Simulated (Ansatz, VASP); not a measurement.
TiAl4Ni3 in VASP and in Ansatz

```
Ti Al Ni
1.0
     4.02883    0.00000    0.00000
     0.00000    4.02883    0.00000
     0.00000    0.00000    6.50511
Ti Al Ni
1 4 3
Direct
  0.50000 0.50000 0.50000
  0.50000 0.00000 0.77165
  0.00000 0.50000 0.77165
  0.50000 0.00000 0.22835
  0.00000 0.50000 0.22835
  0.00000 0.00000 0.00000
  0.50000 0.50000 0.00000
  0.00000 0.00000 0.50000
```

Alike in both runs: functional PBE; k mesh 10 × 10 × 6; occupations gaussian, width 0.1 eV; no spin polarisation.

Ansatz relaxed the structure, and its values are those at the end. VASP's run is a single point on that final structure, the one shown.

|  | VASP | Ansatz |
| --- | --- | --- |
| version | VASP 6.6.1 | Ansatz 0.2.0 |
| potentials or method | VASP PAW PBE potentials, release 64 (Ti_sv, Al, Ni), cutoff 520 eV | scalar-relativistic, plane waves, PAW |
| valence electrons in the cell | 54 | 78 |

```csv
,VASP,Ansatz,Ansatz less VASP
gap on the k mesh at the Fermi level (eV),none,none,-
pressure (GPa),0.0,0.0,-0.05
```

A gap of «none» marks a metal or a gap that the smearing closes. VASP's potentials hold 54 valence electrons a cell and Ansatz's 78, so a difference there can come from the potentials and not from the codes.
